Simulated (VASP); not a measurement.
# GaIr (Pm-3m) in VASP: single point with LDA

Aim: the single point of GaIr with LDA.

Everything below comes from runs of VASP 6.6.1. Logs are shortened: lines on timing, memory, paths and dates and some standing lists are left out, and cuts for length are marked.

## (1) The cell of the first run

Symmetry: Pm-3m, No. 221, cubic system. Conventional cell: a = 3.004 Å, b = 3.004 Å, c = 3.004 Å, α = 90.00°, β = 90.00°, γ = 90.00°. Within 3.4 Å of Ga (site symmetry m-3m) lie 8 Ir at 2.60 Å and 6 Ga at 3.00 Å. Within 3.4 Å of Ir (site symmetry m-3m) lie 8 Ga at 2.60 Å and 6 Ir at 3.00 Å.

## (2) Single point, LDA

Input file INCAR:

```
SYSTEM = GaIr
PREC     = Accurate       ! precision mode
ENCUT    = 520            ! plane-wave cutoff, eV
EDIFF    = 1E-6           ! SCF threshold, eV
ISMEAR   = -1             ! smearing method
SIGMA    = 0.1            ! smearing width, eV
LREAL    = .FALSE.        ! projectors in reciprocal space
LASPH    = .TRUE.         ! aspherical terms in the spheres
NELM     = 100            ! most SCF steps
ALGO     = Normal         ! electronic algorithm
ISIF     = 2              ! what is computed and relaxed
LWAVE    = .FALSE.        ! write WAVECAR
LCHARG   = .FALSE.        ! write CHGCAR
NBANDS   = 18             ! bands
```

Input file KPOINTS:

```
regular mesh
0
G
  10 10 10
  0 0 0
```

Input file POSCAR:

```
GaIr
1.0
    3.0040000000      0.0000000000      0.0000000000
    0.0000000000      3.0040000000      0.0000000000
    0.0000000000      0.0000000000      3.0040000000
Ga Ir
1 1
Direct
    0.0000000000      0.0000000000      0.0000000000
    0.5000000000      0.5000000000      0.5000000000
```

Potentials or basis: VASP PAW LDA potentials, release 64 (Ga_d, Ir).

Command:

```
$ cat potpaw_LDA.64/Ga_d/POTCAR potpaw_LDA.64/Ir/POTCAR > POTCAR
$ mpirun -np 1 vasp_std > vasp.out
```

OUTCAR:

```text
SYSTEM = GaIr
   PREC = Accurate
   ENCUT = 520
   EDIFF = 1E-6
   ISMEAR = -1
   LREAL = .FALSE.
   LASPH = .TRUE.
   NELM = 100
   ISIF = 2

 ion  position               nearest neighbor table
   1  0.000  0.000  0.000-   2 2.60   2 2.60   2 2.60   2 2.60   2 2.60   2 2.60   2 2.60   2 2.60

   2  0.500  0.500  0.500-   1 2.60   1 2.60   1 2.60   1 2.60   1 2.60   1 2.60   1 2.60   1 2.60

  LATTYP: Found a simple cubic cell.
 ALAT       =     3.0040000000

  Lattice vectors:

 A1 = (   3.0040000000,   0.0000000000,   0.0000000000)
 A2 = (   0.0000000000,   3.0040000000,   0.0000000000)
 A3 = (   0.0000000000,   0.0000000000,   3.0040000000)

Analysis of symmetry for initial positions (statically):
=====================================================================
 Subroutine PRICEL returns:
 Original cell was already a primitive cell.

 Routine SETGRP: Setting up the symmetry group for a
 simple cubic supercell.

 Subroutine GETGRP returns: Found 48 space group operations
 (whereof 48 operations were pure point group operations)
 out of a pool of 48 trial point group operations.

The static configuration has the point symmetry O_h .

Analysis of symmetry for dynamics (positions and initial velocities):
=====================================================================
 Subroutine PRICEL returns:
 Original cell was already a primitive cell.

 Routine SETGRP: Setting up the symmetry group for a
 simple cubic supercell.

 Subroutine GETGRP returns: Found 48 space group operations
 (whereof 48 operations were pure point group operations)
 out of a pool of 48 trial point group operations.

The dynamic configuration has the point symmetry O_h .

 Subroutine INISYM returns: Found 48 space group operations
 (whereof 48 operations are pure point group operations),
 and found     1 'primitive' translations

----------------------------------------------------------------------------------------

                                     Primitive cell

  volume of cell :      27.1081

  direct lattice vectors                    reciprocal lattice vectors
     3.004000000  0.000000000  0.000000000     0.332889481  0.000000000  0.000000000
     0.000000000  3.004000000  0.000000000     0.000000000  0.332889481  0.000000000
     0.000000000  0.000000000  3.004000000     0.000000000  0.000000000  0.332889481

  length of vectors
     3.004000000  3.004000000  3.004000000     0.332889481  0.332889481  0.332889481

  position of ions in fractional coordinates (direct lattice)
     0.000000000  0.000000000  0.000000000
     0.500000000  0.500000000  0.500000000

  ion indices of the primitive-cell ions
   primitive index   ion index
                 1           1
                 2           2

----------------------------------------------------------------------------------------

 KPOINTS: regular mesh

Automatic generation of k-mesh.
 Grid dimensions read from file:
 generate k-points for:   10   10   10

 Generating k-lattice:

  Cartesian coordinates                     Fractional coordinates (reciprocal lattice)
     0.033288948  0.000000000  0.000000000     0.100000000  0.000000000  0.000000000
     0.000000000  0.033288948  0.000000000     0.000000000  0.100000000  0.000000000
     0.000000000  0.000000000  0.033288948     0.000000000  0.000000000  0.100000000

  Length of vectors
     0.033288948  0.033288948  0.033288948

  Shift w.r.t. Gamma in fractional coordinates (k-lattice)
     0.000000000  0.000000000  0.000000000

 Subroutine IBZKPT returns following result:
 ===========================================

 Found     56 irreducible k-points:

 Following reciprocal coordinates:
            Coordinates               Weight
  0.000000  0.000000  0.000000      1.000000
  0.100000  0.000000  0.000000      6.000000
  0.200000  0.000000  0.000000      6.000000
  0.300000  0.000000  0.000000      6.000000
  0.400000  0.000000  0.000000      6.000000
  0.500000  0.000000  0.000000      3.000000
[... 16 lines left out ...]
  0.200000  0.100000  0.100000     24.000000
  0.300000  0.100000  0.100000     24.000000
 [... further k-points ...]
   k-points           NKPTS =     56   k-points in BZ     NKDIM =     56   number of bands    NBANDS=     18
   number of dos      NEDOS =    301   number of ions     NIONS =      2
   total plane-waves  NPLWV =  13824
   dimension x,y,z NGX =    24 NGY =   24 NGZ =   24
   dimension x,y,z NGXF=    48 NGYF=   48 NGZF=   48
   ions per type =               1   1
   NGX,Y,Z   is equivalent  to a cutoff of  13.28, 13.28, 13.28 a.u.
   NGXF,Y,Z  is equivalent  to a cutoff of  26.56, 26.56, 26.56 a.u.
 SYSTEM =  GaIr
   PREC   = accura    normal or accurate (medium, high low for compatibility)
   ISTART =      0    job   : 0-new  1-cont  2-samecut
   ICHARG =      2    charge: 1-file 2-atom 10-const
   ISPIN  =      1    spin polarized calculation?
   LNONCOLLINEAR =      F non collinear calculations
   LSORBIT =      F    spin-orbit coupling
   LASPH  =      T    aspherical Exc in radial PAW
   ENCUT  =  520.0 eV  38.22 Ry    6.18 a.u.   5.59  5.59  5.59*2*pi/ulx,y,z
   NELM   =    100;   NELMIN=  2; NELMDL= -5     # of ELM steps
   EDIFF  = 0.1E-05   stopping-criterion for ELM
   LREAL  =      F    real-space projection
[... 7 lines left out ...]
   TEBEG  =    0.0;   TEEND  =   0.0 temperature during run
   PSTRESS=    0.0 pullay stress
   NELECT =      22.0000    total number of electrons
   NUPDOWN=      -1.0000    fix difference up-down
   EMIN   =  10.00;   EMAX   =-10.00  energy-range for DOS
   EFERMI =   0.00;   METHOD = LEGACY
   ISMEAR =    -1;   SIGMA  =   0.10  broadening in eV -4-tet -1-fermi 0-gaus
   EFERMI_NEDOS =   21; number of points for ismear=-14 and -15
   IALGO  =     38    algorithm
   IMIX   =      4    mixing-type and parameters
     AMIX     =   0.40;   BMIX     =  1.00
     AMIX_MAG =   1.60;   BMIX_MAG =  1.00
  volume/ion in A,a.u.               =      13.55        91.47
  Fermi-wavevector in a.u.,A,eV,Ry     =   1.527035  2.885679 31.726574  2.331837
  Thomas-Fermi vector in A             =   2.634987
   LORBIT       =      0    0 simple, 1 ext, 2 COOP (PROOUT), +10 PAW based schemes
   GGA     = CA    functional components
   LHFCALC =     F    Hartree Fock is set to
   AEXX    =    0.0000 exact exchange contribution
   IVDW    =     0    specifies the selected vdW correction
   LEPSILON=     F    determine dielectric tensor
   LRPA    =     F    only Hartree local field effects (RPA)
 non-spin polarized calculation
  energy-cutoff  :      520.00
  volume of cell :       27.11
 maximum number of plane-waves:       740
 NGX is ok and might be reduce to    24
   NGX = 11   NGY = 11   NGZ = 11

 number of electron      22.0000007 magnetization

 Free energy of the ion-electron system (eV)
  ---------------------------------------------------
  ext. energy  EPLUGINS =         0.00000000
  ---------------------------------------------------
  free energy    TOTEN  =       -14.78575086 eV

  energy without entropy =      -14.76118281  energy(sigma->0) =      -14.77346684

 E-fermi :  10.0057     XC(G=0): -13.7831

 val. band max:        9.9835237010   @ k =   0.5000   0.4000   0.0000
 cond. band min:      10.0829927652   @ k =   0.5000   0.3000   0.3000
 fundamental gap:      0.0994690642
 Fermi energy:        10.0056740536

 k-point     1 :       0.0000    0.0000    0.0000
  band No.  band energies     occupation
      1      -5.7256      2.00000
      2      -5.7256      2.00000
      3      -5.4620      2.00000
      4      -5.4620      2.00000
      5      -5.4620      2.00000
      6      -3.0269      2.00000
[... 10 lines left out ...]
     17      22.7639      0.00000
     18      28.2654      0.00000

 k-point     2 :       0.1000    0.0000    0.0000
  band No.  band energies     occupation
      1      -5.7189      2.00000
      2      -5.7014      2.00000
      3      -5.4669      2.00000
      4      -5.4669      2.00000
      5      -5.4589      2.00000
      6      -2.8248      2.00000
[... 10 lines left out ...]
     17      23.4944      0.00000
     18      28.3568      0.00000

 k-point     3 :       0.2000    0.0000    0.0000
  band No.  band energies     occupation
      1      -5.7014      2.00000
      2      -5.6389      2.00000
      3      -5.4796      2.00000
      4      -5.4796      2.00000
      5      -5.4508      2.00000
      6      -2.2302      2.00000
[... 10 lines left out ...]
     17      25.8961      0.00000
     18      27.7912      0.00000

 k-point     4 :       0.3000    0.0000    0.0000
  band No.  band energies     occupation
      1      -5.6796      2.00000
      2      -5.5630      2.00000
      3      -5.4951      2.00000
      4      -5.4951      2.00000
      5      -5.4406      2.00000
      6      -1.2766      2.00000
[... 10 lines left out ...]
     17      25.8169      0.00000
     18      25.8742      0.00000

 k-point     5 :       0.4000    0.0000    0.0000
  band No.  band energies     occupation
      1      -5.6620      2.00000
      2      -5.5076      2.00000
      3      -5.5076      2.00000
      4      -5.5026      2.00000
      5      -5.4324      2.00000
      6      -0.0192      2.00000
[... 10 lines left out ...]
     17      23.5278      0.00000
     18      23.5280      0.00000

 k-point     6 :       0.5000    0.0000    0.0000
  band No.  band energies     occupation
      1      -5.6553      2.00000
      2      -5.5123      2.00000
      3      -5.5123      2.00000
      4      -5.4797      2.00000
      5      -5.4293      2.00000
      6       1.3341      2.00000
[... 307 lines left out ...]
 k-point    21 :       0.5000    0.5000    0.0000
  band No.  band energies     occupation
      1      -5.7412      2.00000
      2      -5.6024      2.00000
      3      -5.5740      2.00000
      4      -5.5740      2.00000
      5      -5.3023      2.00000
      6       1.3850      2.00000
[... 10 lines left out ...]
     17      22.6354      0.00000
     18      26.4264      0.00000

 k-point    22 :       0.1000    0.1000    0.1000
  band No.  band energies     occupation
      1      -5.6803      2.00000
      2      -5.6803      2.00000
      3      -5.4774      2.00000
      4      -5.4774      2.00000
      5      -5.4626      2.00000
      6      -2.4242      2.00000
[... 10 lines left out ...]
     17      22.9129      0.00000
     18      28.4163      0.00000

 k-point    23 :       0.2000    0.1000    0.1000
  band No.  band energies     occupation
      1      -5.6659      2.00000
      2      -5.6181      2.00000
      3      -5.4980      2.00000
      4      -5.4907      2.00000
      5      -5.4632      2.00000
      6      -1.8414      2.00000
[... 10 lines left out ...]
     17      25.3783      0.00000
     18      26.0348      0.00000

 k-point    24 :       0.3000    0.1000    0.1000
  band No.  band energies     occupation
      1      -5.6481      2.00000
      2      -5.5428      2.00000
      3      -5.5256      2.00000
      4      -5.5071      2.00000
      5      -5.4600      2.00000
      6      -0.9162      2.00000
[... 10 lines left out ...]
     17      23.7719      0.00000
     18      25.7752      0.00000

 [... further k-points ...]

------------------------ aborting loop because EDIFF is reached ----------------------------------------

  FORCE on cell =-STRESS in cart. coord.  units (eV):
  Direction    XX          YY          ZZ          XY          YZ          ZX
  --------------------------------------------------------------------------------------
  -------------------------------------------------------------------------------------
  Total       -0.0165568     -0.0165568     -0.0165568     -0.0000000     -0.0000000      0.0000000
  in kB       -0.9785577     -0.9785577     -0.9785577     -0.0000000     -0.0000000      0.0000000
  external PRESSURE =      -0.9785577 kB  Pullay stress =       0.0000000 kB

 VOLUME and BASIS-vectors are now :
 -----------------------------------------------------------------------------
  energy-cutoff  :      520.00
  volume of cell :       27.11
      direct lattice vectors                 reciprocal lattice vectors
     3.004000000  0.000000000  0.000000000     0.332889481  0.000000000  0.000000000
     0.000000000  3.004000000  0.000000000     0.000000000  0.332889481  0.000000000
     0.000000000  0.000000000  3.004000000     0.000000000  0.000000000  0.332889481

 POSITION                                       TOTAL-FORCE (eV/Angst)
 -----------------------------------------------------------------------------------
      0.00000      0.00000      0.00000         0.000000      0.000000      0.000000
      1.50200      1.50200      1.50200         0.000000      0.000000      0.000000
 -----------------------------------------------------------------------------------
    total drift:                                0.000000      0.000000     -0.000000

  FREE ENERGIE OF THE ION-ELECTRON SYSTEM (eV)
  ---------------------------------------------------
  free  energy   TOTEN  =       -14.7857508649 eV

  energy  without entropy=      -14.7611828066  energy(sigma->0) =      -14.77346684
```

Wall time 10 s (1 thread of Intel Xeon Platinum 8488C (Sapphire Rapids), shared host); peak memory 0.15 GiB.

Results:

```
Free energy            : -14.7858 eV
Pressure               : -0.1 GPa
Band gap on the k mesh : zero (band 11 reaches 10.44 eV, above the bottom of band 12 at 9.82 eV)
```

Caveat: spin-orbit coupling is left out, which moves the levels of the heavy elements.
